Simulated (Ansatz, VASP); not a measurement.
# Cr: VASP beside Ansatz

```
Cr
1.0
     2.96890    0.00000    0.00000
     0.00000    2.96890    0.00000
     0.00000    0.00000    2.96890
Cr
2
Cartesian
  0.0000 0.0000 0.0000
  1.4844 1.4844 1.4844
```

Alike in both runs: task electric field gradients; functional PBE; k mesh 11 × 11 × 11; occupations fermi-dirac, width 0.05 eV; collinear spin.

|  | VASP | Ansatz |
| --- | --- | --- |
| version | VASP 6.6.1 | Ansatz 0.2.0 |
| potentials or method | VASP PAW PBE potentials, release 64 (Cr_pv) | PAW with Ansatz's default frozen-core files, scalar-relativistic |
| plane-wave cutoff (eV) | 520 | 420 |
| valence electrons in the cell | 24 | 28 |

Ansatz gave:

```
pressure (GPa)                                                : -13.7
net moment per atom (μB)                                      : 0.00
size of the moment on the site where the two differ most (μB) : 1.69
```

Task: Which values does VASP return?

Result: Pressure (GPa): -13.4; net moment per atom (μB): 0.00; size of the moment on the site where the two differ most (μB): 1.80.

Site moments also hang on the region over which each program counts them. VASP's potentials hold 24 valence electrons a cell and Ansatz's 28, so a difference there can come from the potentials and not from the codes.
